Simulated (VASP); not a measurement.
# ZrH5 (Cm) in VASP: further runs

ZrH5 is run at these levels: PBE; tasks: single point, relaxation of cell and atoms.

All numbers are computed with VASP 6.6.1; they aren't measurements. Logs are shortened: lines on timing, memory, paths and dates and some standing lists are left out, and cuts for length are marked.

**1. The cell of the first run**

The structure is monoclinic, space group Cm (No. 8). Conventional cell: a = 3.459 Å, b = 5.655 Å, c = 4.132 Å, α = 90.00°, β = 90.31°, γ = 90.00°. Zr (site symmetry m) has 14 H at 2.01 to 2.62 Å within 2.7 Å. H (site symmetry 1) has 9 H at 1.83 to 2.37 Å and 3 Zr at 2.05 to 2.12 Å within 2.4 Å. Within 2.7 Å of H (site symmetry m) lie 2 Zr at 2.01 to 2.12 Å and 12 H at 2.03 to 2.53 Å. Within 1.3 Å of H (site symmetry 1) lie 1 H at 0.96 Å.

The cell was generated, and may not be a known phase.

**2. Single point, PBE**

The input, INCAR:

```
SYSTEM = ZrH5
ALGO = Normal
EDIFF = 1E-6
ENCUT = 520
GGA = PE
ISIF = 2
ISMEAR = 0
LASPH = .TRUE.
LCHARG = .FALSE.
LREAL = .FALSE.
LWAVE = .FALSE.
NBANDS = 18
NELM = 100
PREC = Accurate
SIGMA = 0.1
```

The input, KPOINTS:

```
k-points
0
G
  10 10 8
  0 0 0
```

The input, POSCAR:

```
ZrH5
1.0
    1.7294449862     -2.8274933229      0.0053220062
    1.7294449862      2.8274933229      0.0053220062
   -0.0349125595      0.0000000000      4.1316889228
Zr H
1 5
Direct
    0.6624919722      0.6624919722      0.4346668478
    0.3134268475      0.9891655525      0.2545638143
    0.9891655525      0.3134268475      0.2545638143
    0.6513865215      0.6513865215      0.9473014828
    0.0666437005      0.2359746857      0.7175975254
    0.2359746857      0.0666437005      0.7175975254
```

Potentials or basis: VASP PAW PBE potentials, release 64 (Zr_sv, H).

On the command line:

```
$ cat potpaw_PBE.64/Zr_sv/POTCAR potpaw_PBE.64/H/POTCAR > POTCAR
$ mpirun -np 1 vasp_std > vasp.out
```

OUTCAR:

```text
SYSTEM = ZrH5
   EDIFF = 1E-6
   ENCUT = 520
   GGA = PE
   ISIF = 2
   ISMEAR = 0
   LASPH = .TRUE.
   LREAL = .FALSE.
   NELM = 100
   PREC = Accurate

 ion  position               nearest neighbor table
   1  0.662  0.662  0.435-   4 2.01   3 2.05   2 2.05   3 2.07   2 2.07   5 2.11   6 2.11   4 2.12
                             2 2.12   3 2.12   6 2.18   5 2.18
   2  0.313  0.989  0.255-   1 2.05   1 2.07   1 2.12
   3  0.989  0.313  0.255-   1 2.05   1 2.07   1 2.12
   4  0.651  0.651  0.947-   1 2.01   1 2.12
   5  0.067  0.236  0.718-   1 2.11   1 2.18
   6  0.236  0.067  0.718-   1 2.11   1 2.18

  LATTYP: Found a base centered monoclinic cell.
 ALAT       =     3.4589063497
 B/A-ratio  =     1.6349059714
 C/A-ratio  =     1.1945499551
 COS(beta)  =    -0.0053724401

  Lattice vectors:

 A1 = (   1.7294449862,  -2.8274933229,   0.0053220062)
 A2 = (   1.7294449862,   2.8274933229,   0.0053220062)
 A3 = (  -0.0349125595,   0.0000000000,   4.1316889228)

Analysis of symmetry for initial positions (statically):
=====================================================================
 Subroutine PRICEL returns:
 Original cell was already a primitive cell.

 Routine SETGRP: Setting up the symmetry group for a
 base centered monoclinic supercell.

 Subroutine GETGRP returns: Found  2 space group operations
 (whereof  2 operations were pure point group operations)
 out of a pool of  4 trial point group operations.

The static configuration has the point symmetry C_1h.

Analysis of symmetry for dynamics (positions and initial velocities):
=====================================================================
 Subroutine PRICEL returns:
 Original cell was already a primitive cell.

 Routine SETGRP: Setting up the symmetry group for a
 base centered monoclinic supercell.

 Subroutine GETGRP returns: Found  2 space group operations
 (whereof  2 operations were pure point group operations)
 out of a pool of  4 trial point group operations.

The dynamic configuration has the point symmetry C_1h.

 Subroutine INISYM returns: Found  2 space group operations
 (whereof  2 operations are pure point group operations),
 and found     1 'primitive' translations

----------------------------------------------------------------------------------------

                                     Primitive cell

  volume of cell :      40.4089

  direct lattice vectors                    reciprocal lattice vectors
     1.729444986 -2.827493323  0.005322006     0.289102575 -0.176835077  0.002442902
     1.729444986  2.827493323  0.005322006     0.289102575  0.176835077  0.002442902
    -0.034912560  0.000000000  4.131688923    -0.000744783  0.000000000  0.242025481

  length of vectors
     3.314472322  3.314472322  4.131836425     0.338905461  0.338905461  0.242026627

  position of ions in fractional coordinates (direct lattice)
     0.662491972  0.662491972  0.434666848
     0.313426847  0.989165552  0.254563814
     0.989165552  0.313426847  0.254563814
     0.651386522  0.651386522  0.947301483
     0.066643701  0.235974686  0.717597525
     0.235974686  0.066643701  0.717597525

  ion indices of the primitive-cell ions
   primitive index   ion index
                 1           1
                 2           2
                 3           3
                 4           4
                 5           5
                 6           6

----------------------------------------------------------------------------------------

 KPOINTS: k-points

Automatic generation of k-mesh.
 Grid dimensions read from file:
 generate k-points for:   10   10    8

 Generating k-lattice:

  Cartesian coordinates                     Fractional coordinates (reciprocal lattice)
     0.028910258 -0.017683508  0.000244290     0.100000000 -0.000000000  0.000000000
     0.028910258  0.017683508  0.000244290    -0.000000000  0.100000000  0.000000000
    -0.000093098  0.000000000  0.030253185     0.000000000  0.000000000  0.125000000

  Length of vectors
     0.033890546  0.033890546  0.030253328

  Shift w.r.t. Gamma in fractional coordinates (k-lattice)
     0.000000000  0.000000000  0.000000000

 Subroutine IBZKPT returns following result:
 ===========================================

 Found    227 irreducible k-points:

 Following reciprocal coordinates:
            Coordinates               Weight
  0.000000  0.000000  0.000000      1.000000
  0.100000  0.000000  0.000000      4.000000
  0.200000  0.000000  0.000000      4.000000
  0.300000 -0.000000 -0.000000      4.000000
  0.400000 -0.000000  0.000000      4.000000
  0.500000  0.000000  0.000000      2.000000
[... 16 lines left out ...]
  0.300000  0.300000 -0.000000      2.000000
  0.400000  0.300000 -0.000000      4.000000
 [... further k-points ...]
   k-points           NKPTS =    227   k-points in BZ     NKDIM =    227   number of bands    NBANDS=     18
   number of dos      NEDOS =    301   number of ions     NIONS =      6
   total plane-waves  NPLWV =  25088
   dimension x,y,z NGX =    28 NGY =   28 NGZ =   32
   dimension x,y,z NGXF=    56 NGYF=   56 NGZF=   64
   ions per type =               1   5
   NGX,Y,Z   is equivalent  to a cutoff of  14.04, 14.04, 12.88 a.u.
   NGXF,Y,Z  is equivalent  to a cutoff of  28.09, 28.09, 25.75 a.u.
 SYSTEM =  ZrH5
   PREC   = accura    normal or accurate (medium, high low for compatibility)
   ISTART =      0    job   : 0-new  1-cont  2-samecut
   ICHARG =      2    charge: 1-file 2-atom 10-const
   ISPIN  =      1    spin polarized calculation?
   LNONCOLLINEAR =      F non collinear calculations
   LSORBIT =      F    spin-orbit coupling
   LASPH  =      T    aspherical Exc in radial PAW
   ENCUT  =  520.0 eV  38.22 Ry    6.18 a.u.   6.16  6.16  7.68*2*pi/ulx,y,z
   NELM   =    100;   NELMIN=  2; NELMDL= -5     # of ELM steps
   EDIFF  = 0.1E-05   stopping-criterion for ELM
   LREAL  =      F    real-space projection
   EDIFFG = 0.1E-04   stopping-criterion for IOM
   NSW    =      0    number of steps for IOM
   IBRION =     -1    ionic relax: 0-MD 1-quasi-New 2-CG
   NFREE  =      0    steps in history (QN), initial steepest desc. (CG)
   ISIF   =      2    stress and relaxation
   ISYM   =      2    0-nonsym 1-usesym 2-fastsym
   POTIM  = 0.5000    time-step for ionic-motion
   TEBEG  =    0.0;   TEEND  =   0.0 temperature during run
   PSTRESS=    0.0 pullay stress
   NELECT =      17.0000    total number of electrons
   NUPDOWN=      -1.0000    fix difference up-down
   EMIN   =  10.00;   EMAX   =-10.00  energy-range for DOS
   EFERMI =   0.00;   METHOD = LEGACY
   ISMEAR =     0;   SIGMA  =   0.10  broadening in eV -4-tet -1-fermi 0-gaus
   EFERMI_NEDOS =   21; number of points for ismear=-14 and -15
   IALGO  =     38    algorithm
   IMIX   =      4    mixing-type and parameters
     AMIX     =   0.40;   BMIX     =  1.00
     AMIX_MAG =   1.60;   BMIX_MAG =  1.00
  volume/ion in A,a.u.               =       6.73        45.45
  Fermi-wavevector in a.u.,A,eV,Ry     =   1.226682  2.318093 20.473355  1.504749
  Thomas-Fermi vector in A             =   2.361674
   LORBIT       =      0    0 simple, 1 ext, 2 COOP (PROOUT), +10 PAW based schemes
   GGA     = PE    functional components
   LHFCALC =     F    Hartree Fock is set to
   AEXX    =    0.0000 exact exchange contribution
   IVDW    =     0    specifies the selected vdW correction
   LEPSILON=     F    determine dielectric tensor
   LRPA    =     F    only Hartree local field effects (RPA)
 non-spin polarized calculation
 Gauss-broadening in eV      SIGMA  =   0.10
  energy-cutoff  :      520.00
  volume of cell :       40.41
 maximum number of plane-waves:      1106
 NGX is ok and might be reduce to    28
   NGX = 13   NGY = 13   NGZ = 15

 number of electron      17.0000001 magnetization

 Free energy of the ion-electron system (eV)
  ---------------------------------------------------
  ext. energy  EPLUGINS =         0.00000000
  ---------------------------------------------------
  free energy    TOTEN  =       -25.70518702 eV

  energy without entropy =      -25.70285854  energy(sigma->0) =      -25.70402278

 E-fermi :   5.8724     XC(G=0): -10.4981

 val. band max:        5.8673749557   @ k =  -0.1000   0.4000   0.3750
 cond. band min:       5.8995943170   @ k =  -0.4000   0.1000   0.5000
 fundamental gap:      0.0322193613
 Fermi energy:         5.8723524214

 k-point     1 :       0.0000    0.0000    0.0000
  band No.  band energies     occupation
      1     -43.6357      2.00000
      2     -21.6446      2.00000
      3     -21.5824      2.00000
      4     -21.3580      2.00000
      5      -5.3387      2.00000
      6       0.1157      2.00000
[... 10 lines left out ...]
     17      17.6941      0.00000
     18      18.7300      0.00000

 k-point     2 :       0.1000    0.0000    0.0000
  band No.  band energies     occupation
      1     -43.6302      2.00000
      2     -21.6355      2.00000
      3     -21.6285      2.00000
      4     -21.3822      2.00000
      5      -5.1376      2.00000
      6       0.1391      2.00000
[... 10 lines left out ...]
     17      17.2518      0.00000
     18      18.6011      0.00000

 k-point     3 :       0.2000    0.0000    0.0000
  band No.  band energies     occupation
      1     -43.6157      2.00000
      2     -21.7623      2.00000
      3     -21.6098      2.00000
      4     -21.4308      2.00000
      5      -4.5793      2.00000
      6       0.1137      2.00000
[... 10 lines left out ...]
     17      17.6526      0.00000
     18      19.1764      0.00000

 k-point     4 :       0.3000   -0.0000   -0.0000
  band No.  band energies     occupation
      1     -43.5977      2.00000
      2     -21.9346      2.00000
      3     -21.5784      2.00000
      4     -21.4768      2.00000
      5      -3.7915      2.00000
      6      -0.0717      2.00000
[... 375 lines left out ...]
      4     -21.5735      2.00000
      5      -4.6829      2.00000
      6       0.3726      2.00000
[... 10 lines left out ...]
     17      16.5117      0.00000
     18      20.8647      0.00000

 k-point    23 :       0.3000    0.3000   -0.0000
  band No.  band energies     occupation
      1     -43.5689      2.00000
      2     -22.0170      2.00000
      3     -21.7285      2.00000
      4     -21.5308      2.00000
      5      -2.6330      2.00000
      6       0.6160      2.00000
[... 10 lines left out ...]
     17      16.7162      0.00000
     18      16.8202      0.00000

 k-point    24 :       0.4000    0.3000   -0.0000
  band No.  band energies     occupation
      1     -43.5660      2.00000
      2     -21.9661      2.00000
      3     -21.7938      2.00000
      4     -21.5302      2.00000
      5      -2.7830      2.00000
      6       0.5067      2.00000
[... 10 lines left out ...]
     17      16.4665      0.00000
     18      16.9631      0.00000

 [... further k-points ...]
[... 5 lines left out ...]
  --------------------------------------------------------------------------------------
  -------------------------------------------------------------------------------------
  Total       -0.0190445     -0.0355014     -0.0348713      0.0000000      0.0000000     -0.0008644
  in kB       -0.7550977     -1.4075996     -1.3826153      0.0000000      0.0000000     -0.0342712
  external PRESSURE =      -1.1817709 kB  Pullay stress =       0.0000000 kB

 VOLUME and BASIS-vectors are now :
 -----------------------------------------------------------------------------
  energy-cutoff  :      520.00
  volume of cell :       40.41
      direct lattice vectors                 reciprocal lattice vectors
     1.729444986 -2.827493323  0.005322006     0.289102575 -0.176835077  0.002442902
     1.729444986  2.827493323  0.005322006     0.289102575  0.176835077  0.002442902
    -0.034912560  0.000000000  4.131688923    -0.000744783  0.000000000  0.242025481

 POSITION                                       TOTAL-FORCE (eV/Angst)
 -----------------------------------------------------------------------------------
      2.27631      0.00000      1.80296        -0.002286     -0.000000      0.002903
      2.24387      1.91065      1.05871         0.000886     -0.003387     -0.003925
      2.24387     -1.91065      1.05871         0.000886      0.003387     -0.003925
      2.22000      0.00000      3.92089         0.000745     -0.000000     -0.000573
      0.49831      0.47878      2.96650        -0.000115     -0.004956      0.002760
      0.49831     -0.47878      2.96650        -0.000115      0.004956      0.002760
 -----------------------------------------------------------------------------------
    total drift:                               -0.000012      0.000000     -0.000014

  FREE ENERGIE OF THE ION-ELECTRON SYSTEM (eV)
  ---------------------------------------------------
  free  energy   TOTEN  =       -25.7051870159 eV

  energy  without entropy=      -25.7028585423  energy(sigma->0) =      -25.70402278
```

It took 4 min on 1 thread of Intel Xeon 8259CL, shared host; peak memory 0.28 GiB.

Results:

```
Free energy            : -25.7052 eV
Pressure               : -0.1 GPa
Largest force          : 0.006 eV/Å
Band gap on the k mesh : zero (an odd number of electrons rules out a gap without spin polarisation)
```

Forces in eV/Å, atoms in the order of the input:
```
Zr  -0.002  0.000  0.003
H    0.001 -0.003 -0.004
H    0.001  0.003 -0.004
H    0.001  0.000 -0.001
H    0.000 -0.005  0.003
H    0.000  0.005  0.003
```

Levels at points of the mesh, in eV from the Fermi level:
```
           k point  band 5  band 6  band 7  band 8  band 9  band 10  band 11  band 12  band 13  band 14
(0.00, 0.00, 0.00)  -11.21   -5.76   -4.24   -0.62    0.21     0.34     2.01     2.72     6.42     6.81
(0.50, 0.00, 0.00)   -8.49   -6.35   -5.27   -4.33    1.72     2.65     3.34     4.19     5.13     6.20
(0.50, 0.50, 0.00)   -9.41   -5.18   -4.49   -2.52   -2.28     1.16     3.64     5.14     5.89     6.06
(0.00, 0.00, 0.50)  -10.01   -8.07   -1.14   -0.50    0.61     0.68     1.43     1.78     2.32     5.53
(0.50, 0.00, 0.50)   -8.57   -5.68   -5.57   -3.00    1.03     1.90     2.13     3.28     5.12     6.06
(0.50, 0.50, 0.50)   -8.74   -5.31   -5.20   -2.62   -0.79     0.43     2.16     3.66     6.00     6.75
```

Caveat: an odd number of electrons without spin polarisation forces a metal; a magnetic or distorted state may lie lower.

**3. Relaxation of cell and atoms, PBE**

This run uses another cell than the first one, of 6.78 Å³/atom.

The input, INCAR:

```
SYSTEM = ZrH5
PREC = Accurate
ENCUT = 600
EDIFF = 1E-6
ISMEAR = 0
SIGMA = 0.1
LREAL = .FALSE.
LASPH = .TRUE.
NELM = 60
ALGO = Normal
ISIF = 3
LWAVE = .FALSE.
LCHARG = .FALSE.
GGA = PE
IBRION = 2
NSW = 100
EDIFFG = -0.01
```

The input, KPOINTS:

```
regular mesh
0
G
  10 10 8
  0 0 0
```

The input, POSCAR:

```
ZrH5
1.0
    1.7363264634     -2.8531963573      0.0000000000
    1.7363264634      2.8531963573      0.0000000000
   -0.0476779106      0.0000000000      4.1030997772
Zr H
1 5
Direct
    0.6801708307      0.6801708307      0.4329466035
    0.3144182822      0.9850249339      0.2540097152
    0.9850249339      0.3144182822      0.2540097152
    0.6461947419      0.6461947419      0.9423464508
    0.0635989578      0.2296815334      0.7214892626
    0.2296815334      0.0635989578      0.7214892626
```

Potentials or basis: VASP PAW PBE potentials, release 64 (Zr_sv, H).

On the command line:

```
$ cat potpaw_PBE.64/Zr_sv/POTCAR potpaw_PBE.64/H/POTCAR > POTCAR
$ mpirun -np 1 vasp_std > vasp.out
```

It took 16 min on 1 thread of Intel Xeon 8259CL, shared host; peak memory 0.3 GiB.

The run converged. Its results:

| Quantity | Value |
| --- | --- |
| Free energy | -25.7072 eV |
| Relaxed volume | 6.75 Å³/atom |
| Relaxed cell | a = 3.318 Å, b = 3.318 Å, c = 4.130 Å, α = 90.15°, β = 90.15°, γ = 117.05° |
| Space group after relaxing (to 0.1 Å) | Cm (No. 8) |
| Energy gained by relaxing | 1.0 meV/atom |
| Ionic steps | 10 |
| Pressure after relaxing | -0.1 GPa |
| Largest force after relaxing | 0.010 eV/Å |
| Band gap on the k mesh | zero (an odd number of electrons rules out a gap without spin polarisation) |

Forces on the atoms (eV/Å):
```
Zr  -0.009  0.000  0.004
H    0.001 -0.005 -0.008
H    0.001  0.005 -0.008
H    0.001  0.000  0.002
H    0.003  0.000  0.005
H    0.003  0.000  0.005
```

Stress tensor (GPa, compression positive):
```
-0.14  0.00 -0.10
 0.00 -0.03  0.00
-0.10  0.00 -0.02
```

The path:
```csv
step,energy change (eV),largest force (eV/Å),pressure (GPa),volume (Å³)
1,0.0000,0.1677,-0.03,40.65
2,-0.0021,0.1024,-0.06,40.65
3,-0.0032,0.0508,-0.06,40.63
4,-0.0040,0.0329,-0.06,40.61
5,-0.0048,0.0381,-0.01,40.55
6,-0.0052,0.0346,0.05,40.53
7,-0.0053,0.0384,0.11,40.51
8,-0.0055,0.0227,0.01,40.52
9,-0.0056,0.0123,-0.13,40.54
10,-0.0057,0.0099,-0.06,40.51
```

Final structure:
```
Zr H
1.0
     1.73265   -2.83021    0.00553
     1.73265    2.83021    0.00553
    -0.03445    0.00000    4.13033
Zr H
1 5
Cartesian
  2.2909 0.0000 1.8009
  2.2494 1.9121 1.0618
  2.2494 -1.9121 1.0618
  2.2209 0.0000 3.9153
  0.4952 0.4769 2.9655
  0.4952 -0.4769 2.9655
```

Levels at points of the mesh, in eV from the Fermi level:
```csv
k point,band 5,band 6,band 7,band 8,band 9,band 10,band 11,band 12
"(0.00, 0.00, 0.00)",-11.21,-5.77,-4.23,-0.68,0.21,0.36,2.00,2.71
"(0.50, 0.00, 0.00)",-8.51,-6.35,-5.26,-4.34,1.70,2.67,3.32,4.15
"(0.50, 0.50, 0.00)",-9.43,-5.18,-4.50,-2.54,-2.26,1.16,3.61,5.11
"(0.00, 0.00, 0.50)",-10.02,-8.06,-1.16,-0.55,0.60,0.69,1.39,1.81
"(0.50, 0.00, 0.50)",-8.59,-5.69,-5.57,-3.01,1.01,1.91,2.14,3.24
"(0.50, 0.50, 0.50)",-8.76,-5.30,-5.21,-2.62,-0.84,0.45,2.15,3.63
```

Caveat: an odd number of electrons without spin polarisation forces a metal; a magnetic or distorted state may lie lower.

The gap in the log of VASP goes by the Fermi energy; the results here count the filled bands.